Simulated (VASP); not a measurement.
# BN (Fmm2) in VASP: notebook, part 2 of 2

VASP 6.6.1. The steps go on from the part before.

### 5 Single point, PBEsol

This run uses another cell than the first one, of 9.86 Å³/atom, 1.020 times its volume.

Input file INCAR:

```
SYSTEM = BN
  PREC = Accurate
  ENCUT = 520
  EDIFF = 1E-6
  ISMEAR = -1
  SIGMA = 0.05
  LREAL = .FALSE.
  LASPH = .TRUE.
  NELM = 100
  ALGO = Normal
  ISIF = 2
  LWAVE = .FALSE.
  LCHARG = .FALSE.
  GGA = PS
  NBANDS = 11
```

Input file KPOINTS:

```
Automatic mesh
0
G
  13 13 13
  0 0 0
```

Input file POSCAR:

```
BN
1.0
    0.0000000000      3.5413121025      2.1945957093
    1.2681028322      0.0000000000      2.1945957093
    1.2681028322      3.5413121025      0.0000000000
N B
1 1
Direct
    0.6666513400      0.6666513400      0.3333486600
    0.0000486500      0.0000486500      0.9999513500
```

Potentials or basis: VASP PAW PBE potentials, release 64 (N, B).

Launch:

```
$ cat potpaw_PBE.64/N/POTCAR potpaw_PBE.64/B/POTCAR > POTCAR
$ mpirun -np 1 vasp_std > vasp.out
```

OUTCAR:

```text
SYSTEM = BN
   PREC = Accurate
   ENCUT = 520
   EDIFF = 1E-6
   ISMEAR = -1
   LREAL = .FALSE.
   LASPH = .TRUE.
   NELM = 100
   ISIF = 2
   GGA = PS

 ion  position               nearest neighbor table
   1  0.667  0.667  0.333-   2 1.46   2 1.46   2 1.46
   2  0.000  0.000  1.000-   1 1.46   1 1.46   1 1.46

  LATTYP: Found a face centered orthorhombic cell.
 ALAT       =     2.5362056644
 B/A-ratio  =     1.7306133648
 C/A-ratio  =     2.7926064138

  Lattice vectors:

 A1 = (   0.0000000000,   3.5413121025,   2.1945957093)
 A2 = (  -1.2681028322,   3.5413121025,   0.0000000000)
 A3 = (  -1.2681028322,   0.0000000000,   2.1945957093)

Analysis of symmetry for initial positions (statically):
=====================================================================
 Subroutine PRICEL returns:
 Original cell was already a primitive cell.

 Routine SETGRP: Setting up the symmetry group for a
 face centered orthorhombic supercell.

 Subroutine GETGRP returns: Found  4 space group operations
 (whereof  4 operations were pure point group operations)
[... 166 lines left out ...]
 cond. band min:       5.4007097513   @ k =   0.0000   0.4615   0.4615
 fundamental gap:      3.7667857989
 Fermi energy:         2.6424938610

 k-point     1 :       0.0000    0.0000    0.0000
  band No.  band energies     occupation
      1     -15.9481      2.00000
      2      -2.7151      2.00000
      3       0.2006      2.00000
      4       0.2072      2.00000
      5       6.2616      0.00000
      6      12.7863      0.00000
      7      12.8432      0.00000
      8      14.1139      0.00000
      9      15.3251      0.00000
     10      26.3514      0.00000
     11      27.5685      0.00000
[... 309 lines left out ...]
 k-point    24 :       0.4615    0.1538    0.0000
  band No.  band energies     occupation
      1     -13.2572      2.00000
      2      -6.0140      2.00000
      3      -3.3865      2.00000
      4       0.3366      2.00000
      5       7.3326      0.00000
      6      11.5187      0.00000
      7      13.8647      0.00000
      8      16.9327      0.00000
      9      18.4730      0.00000
     10      22.1759      0.00000
     11      23.8934      0.00000

 [... further k-points ...]
[... 5 lines left out ...]
  --------------------------------------------------------------------------------------
  -------------------------------------------------------------------------------------
  Total       -1.4117518     -0.0079956     -1.4052355      0.0000000      0.0000000      0.0000000
  in kB     -114.7534494     -0.6499152   -114.2237687      0.0000000      0.0000000      0.0000000
  external PRESSURE =     -76.5423778 kB  Pullay stress =       0.0000000 kB

 VOLUME and BASIS-vectors are now :
 -----------------------------------------------------------------------------
  energy-cutoff  :      520.00
  volume of cell :       19.71
      direct lattice vectors                 reciprocal lattice vectors
     0.000000000  3.541312103  2.194595709    -0.394289790  0.141190605  0.227832397
     1.268102832  0.000000000  2.194595709     0.394289790 -0.141190605  0.227832397
     1.268102832  3.541312103  0.000000000     0.394289790  0.141190605 -0.227832397

 POSITION                                       TOTAL-FORCE (eV/Angst)
 -----------------------------------------------------------------------------------
      1.26810      3.54131      2.92606         0.000000      0.000000     -0.008323
      1.26810      3.54131      0.00021         0.000000      0.000000      0.008323
 -----------------------------------------------------------------------------------
    total drift:                                0.000004      0.000000     -0.000037

  FREE ENERGIE OF THE ION-ELECTRON SYSTEM (eV)
  ---------------------------------------------------
  free  energy   TOTEN  =       -18.2672912198 eV

  energy  without entropy=      -18.2672912198  energy(sigma->0) =      -18.26729122
```

stdout:

```text
POSCAR found type information on POSCAR N B
 POSCAR found :  2 types and       2 ions
 scaLAPACK will be used
 -----------------------------------------------------------------------------
|                                                                             |
|                                                                             |
|     You enforced a specific xc type in the INCAR file but a different       |
|     I HOPE YOU KNOW WHAT YOU ARE DOING!                                     |
|                                                                             |
 -----------------------------------------------------------------------------

 LDA part: xc-table for (Slater+PW92), standard interpolation
 POSCAR, INCAR and KPOINTS ok, starting setup
 FFT: planning ... GRIDC
 FFT: planning ... GRID_SOFT
 FFT: planning ... GRID
 WAVECAR not read
 entering main loop
```

Wall time 2.7 min (1 thread of AMD EPYC 7R13, shared host); peak memory 0.17 GiB.

Results:

```
Free energy            : -18.2673 eV
Pressure               : -7.7 GPa
Largest force          : 0.008 eV/Å
Band gap on the k mesh : 3.77 eV, indirect (least direct gap 4.50 eV)
```

Forces in eV/Å, atoms in the order of the input:
```
N    0.000  0.000 -0.008
B    0.000  0.000  0.008
```

Levels at points of the mesh, in eV from the valence-band top:
| k point | band 1 | band 2 | band 3 | band 4 | band 5 | band 6 | band 7 | band 8 | band 9 |
| --- | --- | --- | --- | --- | --- | --- | --- | --- | --- |
| (0.00, 0.00, 0.00) | -17.58 | -4.35 | -1.43 | -1.43 | 4.63 | 11.15 | 11.21 | 12.48 | 13.69 |

Caveat: the PAW data sets were made with another functional, which shifts forces and pressure a little. A hybrid or GW would open this gap; PBEsol tends to underestimate it.

### 6 The runs side by side

```tsv
level	potentials or basis	cell	gap on the mesh (eV)	pressure (GPa)	largest force (eV/Å)
LDA	VASP PAW LDA potentials, release 64 (N, B)	a = 4.139, b = 2.518, c = 3.737 Å, angles 80.3, 36.8, 62.9°, 2 atoms	3.68	-8.1	0.01
PBEsol	VASP PAW PBE potentials, release 64 (N, B)	a = 4.139, b = 2.518, c = 3.737 Å, angles 80.3, 36.8, 62.9°, 2 atoms	3.78	-3.6	0.01
LDA	VASP PAW LDA potentials, release 64 (N, B)	a = 4.166, b = 2.535, c = 3.762 Å, angles 80.3, 36.8, 62.9°, 2 atoms	3.67	-12.0	0.01
PBEsol	VASP PAW PBE potentials, release 64 (N, B)	a = 4.166, b = 2.535, c = 3.762 Å, angles 80.3, 36.8, 62.9°, 2 atoms	3.77	-7.7	0.01
```

Alike in all rows: task single point; no spin polarisation; k mesh 13 × 13 × 13; cutoff (eV) 520; smearing fermi-dirac 0.05 eV.

Caveats: the PAW data sets were made with another functional, which shifts forces and pressure a little (some runs).

Absolute energies hang on the potentials; compare differences alone.
